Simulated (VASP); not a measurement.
# Cd (P6_3/mmc) in VASP: notebook

Cd is run at these levels: PBE; tasks: single point.

Everything below comes from runs of VASP 6.6.1. Logs are shortened: lines on timing, memory, paths and dates and some standing lists are left out, and cuts for length are marked.

## 1. The cell of the first run

Symmetry: P6_3/mmc, No. 194, hexagonal system. The conventional cell has a = 2.955 Å, b = 2.955 Å, c = 5.898 Å, α = 90.00°, β = 90.00°, γ = 120.00°. Within 3.9 Å of Cd (site symmetry -6m2) lie 12 Cd at 2.95 to 3.41 Å.

## 2. Single point, PBE (biaxial strain in the a-b plane: -2.0 %)

Input file INCAR:

```
PREC     = Accurate       # precision mode
ENCUT    = 520            # plane-wave cutoff, eV
EDIFF    = 1E-6           # SCF threshold, eV
ISMEAR   = 0              # smearing method
SIGMA    = 0.1            # smearing width, eV
LREAL    = F              # projectors in reciprocal space
LASPH    = T              # aspherical terms in the spheres
NELM     = 80             # most SCF steps
ALGO     = Fast           # electronic algorithm
ISIF     = 2              # what is computed and relaxed
LWAVE    = F              # write WAVECAR
LCHARG   = F              # write CHGCAR
GGA      = PE             # functional
NBANDS   = 19             # bands
```

Input file KPOINTS:

```
regular mesh
0
Gamma
  21 21 10
```

Input file POSCAR:

```
Cd
1.0
    2.9545519898      0.0000000000      0.0000000000
   -1.4772759949      2.5587170800      0.0000000000
    0.0000000000      0.0000000000      5.8975767836
Cd
2
Direct
    0.3333333333      0.6666666667      0.2500000000
    0.6666666667      0.3333333333      0.7500000000
```

Potentials or basis: VASP PAW PBE potentials, release 64 (Cd).

Started as:

```console
$ cat potpaw_PBE.64/Cd/POTCAR > POTCAR
$ mpirun -np 1 vasp_std > vasp.out
```

OUTCAR:

```text
PREC = Accurate
   ENCUT = 520
   EDIFF = 1E-6
   ISMEAR = 0
   LREAL = F
   LASPH = T
   NELM = 80
   ISIF = 2
   GGA = PE

 ion  position               nearest neighbor table
   1  0.333  0.667  0.250-   2 3.41   2 3.41   2 3.41   2 3.41   2 3.41   2 3.41
   2  0.667  0.333  0.750-   1 3.41   1 3.41   1 3.41   1 3.41   1 3.41   1 3.41

  LATTYP: Found a hexagonal cell.
 ALAT       =     2.9545519898
 C/A-ratio  =     1.9960984961

  Lattice vectors:

 A1 = (   2.9545519898,   0.0000000000,   0.0000000000)
 A2 = (  -1.4772759949,   2.5587170800,   0.0000000000)
 A3 = (   0.0000000000,   0.0000000000,   5.8975767836)

Analysis of symmetry for initial positions (statically):
=====================================================================
 Subroutine PRICEL returns:
 Original cell was already a primitive cell.

 Routine SETGRP: Setting up the symmetry group for a
 hexagonal supercell.

 Subroutine GETGRP returns: Found 24 space group operations
 (whereof 12 operations were pure point group operations)
 out of a pool of 24 trial point group operations.

The static configuration has the point symmetry D_3d.
 The point group associated with its full space group is D_6h.

Analysis of symmetry for dynamics (positions and initial velocities):
=====================================================================
 Subroutine PRICEL returns:
 Original cell was already a primitive cell.

 Routine SETGRP: Setting up the symmetry group for a
 hexagonal supercell.

 Subroutine GETGRP returns: Found 24 space group operations
 (whereof 12 operations were pure point group operations)
 out of a pool of 24 trial point group operations.

The dynamic configuration has the point symmetry D_3d.
 The point group associated with its full space group is D_6h.

 Subroutine INISYM returns: Found 24 space group operations
 (whereof 12 operations are pure point group operations),
 and found     1 'primitive' translations

----------------------------------------------------------------------------------------

                                     Primitive cell

  volume of cell :      44.5849

[... 80 lines left out ...]
   ISTART =      0    job   : 0-new  1-cont  2-samecut
   ICHARG =      2    charge: 1-file 2-atom 10-const
   ISPIN  =      1    spin polarized calculation?
   LNONCOLLINEAR =      F non collinear calculations
   LSORBIT =      F    spin-orbit coupling
   LASPH  =      T    aspherical Exc in radial PAW
   ENCUT  =  520.0 eV  38.22 Ry    6.18 a.u.   5.49  5.49 10.97*2*pi/ulx,y,z
   NELM   =     80;   NELMIN=  2; NELMDL= -5     # of ELM steps
   EDIFF  = 0.1E-05   stopping-criterion for ELM
   LREAL  =      F    real-space projection
   EDIFFG = 0.1E-04   stopping-criterion for IOM
   NSW    =      0    number of steps for IOM
   IBRION =     -1    ionic relax: 0-MD 1-quasi-New 2-CG
   NFREE  =      0    steps in history (QN), initial steepest desc. (CG)
   ISIF   =      2    stress and relaxation
   ISYM   =      2    0-nonsym 1-usesym 2-fastsym
   POTIM  = 0.5000    time-step for ionic-motion
   TEBEG  =    0.0;   TEEND  =   0.0 temperature during run
   PSTRESS=    0.0 pullay stress
   NELECT =      24.0000    total number of electrons
   NUPDOWN=      -1.0000    fix difference up-down
   EMIN   =  10.00;   EMAX   =-10.00  energy-range for DOS
   EFERMI =   0.00;   METHOD = LEGACY
   ISMEAR =     0;   SIGMA  =   0.10  broadening in eV -4-tet -1-fermi 0-gaus
   EFERMI_NEDOS =   21; number of points for ismear=-14 and -15
   IALGO  =     68    algorithm
   IMIX   =      4    mixing-type and parameters
     AMIX     =   0.40;   BMIX     =  1.00
     AMIX_MAG =   1.60;   BMIX_MAG =  1.00
  volume/ion in A,a.u.               =      22.29       150.44
  Fermi-wavevector in a.u.,A,eV,Ry     =   1.331730  2.516604 24.129986  1.773504
  Thomas-Fermi vector in A             =   2.460718
   LORBIT       =      0    0 simple, 1 ext, 2 COOP (PROOUT), +10 PAW based schemes
   GGA     = PE    functional components
   LHFCALC =     F    Hartree Fock is set to
   AEXX    =    0.0000 exact exchange contribution
   IVDW    =     0    specifies the selected vdW correction
   LEPSILON=     F    determine dielectric tensor
   LRPA    =     F    only Hartree local field effects (RPA)
 non-spin polarized calculation
 RMM-DIIS sequential band-by-band and
 Gauss-broadening in eV      SIGMA  =   0.10
  energy-cutoff  :      520.00
  volume of cell :       44.58
 maximum number of plane-waves:      1246
 NGX is ok and might be reduce to    24
   NGX = 11   NGY = 11   NGZ = 21

 number of electron      24.0000005 magnetization

 Free energy of the ion-electron system (eV)
  ---------------------------------------------------
  ext. energy  EPLUGINS =         0.00000000
  ---------------------------------------------------
  free energy    TOTEN  =        -1.47537111 eV

  energy without entropy =       -1.47344440  energy(sigma->0) =       -1.47440775

 E-fermi :   2.7084     XC(G=0): -10.8459

 val. band max:        2.6641694109   @ k =   0.3810   0.1429   0.0000
 cond. band min:       2.7608529939   @ k =   0.2857   0.2381   0.2000
 fundamental gap:      0.0966835830
 Fermi energy:         2.7084229231

 k-point     1 :       0.0000    0.0000    0.0000
  band No.  band energies     occupation
      1      -7.1162      2.00000
      2      -6.9370      2.00000
      3      -6.4848      2.00000
      4      -6.4848      2.00000
      5      -6.4498      2.00000
      6      -6.4498      2.00000
[... 505 lines left out ...]
      6      -6.2132      2.00000
[... 11 lines left out ...]
     18      15.0445      0.00000
     19      15.8294      0.00000

 [... further k-points ...]

------------------------ aborting loop because EDIFF is reached ----------------------------------------

  FORCE on cell =-STRESS in cart. coord.  units (eV):
  Direction    XX          YY          ZZ          XY          YZ          ZX
  --------------------------------------------------------------------------------------
  -------------------------------------------------------------------------------------
  Total        0.9669257      0.9669257      0.0735716      0.0000000     -0.0000000      0.0000000
  in kB       34.7469083     34.7469083      2.6438277      0.0000000     -0.0000000      0.0000000
  external PRESSURE =      24.0458814 kB  Pullay stress =       0.0000000 kB

 VOLUME and BASIS-vectors are now :
 -----------------------------------------------------------------------------
  energy-cutoff  :      520.00
  volume of cell :       44.58
      direct lattice vectors                 reciprocal lattice vectors
     2.954551990  0.000000000  0.000000000     0.338460790  0.195410428  0.000000000
    -1.477275995  2.558717080  0.000000000     0.000000000  0.390820856  0.000000000
     0.000000000  0.000000000  5.897576784     0.000000000  0.000000000  0.169561167

 POSITION                                       TOTAL-FORCE (eV/Angst)
 -----------------------------------------------------------------------------------
     -0.00000      1.70581      1.47439        -0.000000     -0.000000      0.000000
      1.47728      0.85291      4.42318         0.000000      0.000000     -0.000000
 -----------------------------------------------------------------------------------
    total drift:                               -0.000000      0.000000      0.000000

  FREE ENERGIE OF THE ION-ELECTRON SYSTEM (eV)
  ---------------------------------------------------
  free  energy   TOTEN  =        -1.4753711077 eV

  energy  without entropy=       -1.4734443975  energy(sigma->0) =       -1.47440775
```

stdout:

```text
POSCAR found type information on POSCAR Cd
 POSCAR found :  1 types and       2 ions
 scaLAPACK will be used
 LDA part: xc-table for (Slater+PW92), standard interpolation
 POSCAR, INCAR and KPOINTS ok, starting setup
 FFT: planning ... GRIDC
 FFT: planning ... GRID_SOFT
 FFT: planning ... GRID
 WAVECAR not read
 entering main loop
```

Wall time 65 s (1 thread of Intel Xeon 6975P-C (Granite Rapids), shared host); peak memory 0.31 GiB.

Results:

* Free energy: -1.4754 eV
* Pressure: 2.4 GPa
* Band gap on the k mesh: zero (bands 12 and 13 overlap by 4.70 eV)

Caveat: the cell differs from its parent crystal (biaxial strain in the a-b plane: -2.0 %).

## 3. Single point, PBE (biaxial strain in the a-b plane: -4.0 %, then relaxed in part)

Input file INCAR:

```
ALGO     = Fast           # electronic algorithm
EDIFF    = 1E-6           # SCF threshold, eV
ENCUT    = 520            # plane-wave cutoff, eV
GGA      = PE             # functional
ISIF     = 2              # what is computed and relaxed
ISMEAR   = 0              # smearing method
LASPH    = T              # aspherical terms in the spheres
LCHARG   = F              # write CHGCAR
LREAL    = F              # projectors in reciprocal space
LWAVE    = F              # write WAVECAR
NBANDS   = 19             # bands
NELM     = 60             # most SCF steps
PREC     = Accurate       # precision mode
SIGMA    = 0.1            # smearing width, eV
```

Input file KPOINTS:

```
k-points
0
Gamma
  21 21 10
```

Input file POSCAR:

```
Cd
1.0
    2.8942550104      0.0000000000      0.0000000000
   -1.4471275052      2.5064983641      0.0000000000
    0.0000000000      0.0000000000      6.1747060478
Cd
2
Direct
    0.3333333333      0.6666666667      0.2500000000
    0.6666666667      0.3333333333      0.7500000000
```

Potentials or basis: VASP PAW PBE potentials, release 64 (Cd).

Started as:

```console
$ cat potpaw_PBE.64/Cd/POTCAR > POTCAR
$ mpirun -np 1 vasp_std > vasp.out
```

It took 63 s on 1 thread of Intel Xeon 6975P-C (Granite Rapids), shared host; peak memory 0.31 GiB.

The run converged. Its results:

```
Free energy            : -1.4217 eV
Pressure               : 4.1 GPa
Band gap on the k mesh : zero (bands 12 and 13 overlap by 4.91 eV)
```

Stress tensor (GPa, compression positive):
```
6.01 0.00 0.00
0.00 6.01 0.00
0.00 0.00 0.14
```

Levels at points of the mesh, in eV from the Fermi level:
| k point | band 9 | band 10 | band 11 | band 12 | band 13 | band 14 | band 15 | band 16 |
| --- | --- | --- | --- | --- | --- | --- | --- | --- |
| (0.00, 0.00, 0.00) | -8.48 | -8.42 | -8.42 | -4.20 | -3.14 | 7.46 | 11.81 | 15.47 |
| (0.00, 0.00, 0.50) | -8.48 | -8.48 | -7.27 | -7.27 | 1.94 | 1.94 | 15.74 | 15.74 |

Caveat: the cell differs from its parent crystal (biaxial strain in the a-b plane: -4.0 %, then relaxed in part); the cell stands under pressure.

## 4. Single point, PBE

This run uses another cell than the first one, of 22.94 Å³/atom.

Input file INCAR:

```
SYSTEM = Cd
PREC     = Accurate       ! precision mode
ENCUT    = 520            ! plane-wave cutoff, eV
EDIFF    = 1E-7           ! SCF threshold, eV
ISMEAR   = 0              ! smearing method
SIGMA    = 0.1            ! smearing width, eV
LREAL    = .FALSE.        ! projectors in reciprocal space
LASPH    = .TRUE.         ! aspherical terms in the spheres
NELM     = 60             ! most SCF steps
ALGO     = Fast           ! electronic algorithm
ISIF     = 2              ! what is computed and relaxed
LWAVE    = .FALSE.        ! write WAVECAR
LCHARG   = .FALSE.        ! write CHGCAR
GGA      = PE             ! functional
NBANDS   = 19             ! bands
```

Input file KPOINTS:

```
Automatic mesh
0
G
  21 21 10
  0 0 0
```

Input file POSCAR:

```
Cd
1.0
    3.0148489692      0.0000000000      0.0000000000
   -1.5074244846      2.6109357959      0.0000000000
    0.0000000000      0.0000000000      5.8276450431
Cd
2
Direct
    0.3333333333      0.6666666667      0.2500000000
    0.6666666667      0.3333333333      0.7500000000
```

Started as:

```console
$ cat potpaw_PBE.64/Cd/POTCAR > POTCAR
$ mpirun -np 1 vasp_std > vasp.out
```

Wall time 62 s (1 thread of Intel Xeon 6975P-C (Granite Rapids), shared host); peak memory 0.32 GiB.

Results (log left out):

| Quantity | Value |
| --- | --- |
| Free energy | -1.4955 eV |
| Pressure | 0.3 GPa |
| Band gap on the k mesh | zero (bands 12 and 13 overlap by 4.25 eV) |

Stress tensor (GPa, compression positive):
```
0.38 0.00 0.00
0.00 0.38 0.00
0.00 0.00 0.11
```

Levels at points of the mesh, in eV from the Fermi level:
```csv
k point,band 10,band 11,band 12,band 13,band 14,band 15
"(0.00, 0.00, 0.00)",-8.43,-8.43,-3.30,-2.83,9.60,13.72
"(0.00, 0.00, 0.50)",-8.52,-7.07,-7.07,3.20,3.20,14.73
```

## 5. The runs side by side

```tsv
cell	further INCAR settings	gap on the mesh (eV)	pressure (GPa)
a = 2.955, b = 2.955, c = 5.898 Å, angles 90.0, 90.0, 120.0°, 2 atoms	ALGO = Fast; EDIFF = 1e-06; NBANDS = 19	none	2.4
a = 2.894, b = 2.894, c = 6.175 Å, angles 90.0, 90.0, 120.0°, 2 atoms	ALGO = Fast; EDIFF = 1e-06; NBANDS = 19	none	4.1
a = 3.015, b = 3.015, c = 5.828 Å, angles 90.0, 90.0, 120.0°, 2 atoms	ALGO = Fast; EDIFF = 1e-07; NBANDS = 19	none	0.3
```

Alike in all rows: task single point; level PBE; potentials or basis VASP PAW PBE potentials, release 64 (Cd); no spin polarisation; k mesh 21 × 21 × 10; cutoff (eV) 520; smearing gaussian 0.1 eV.

Caveats: the cell stands under pressure (at least some runs).

Total energies depend on the potentials used, so only differences within one code and one set of settings carry meaning.
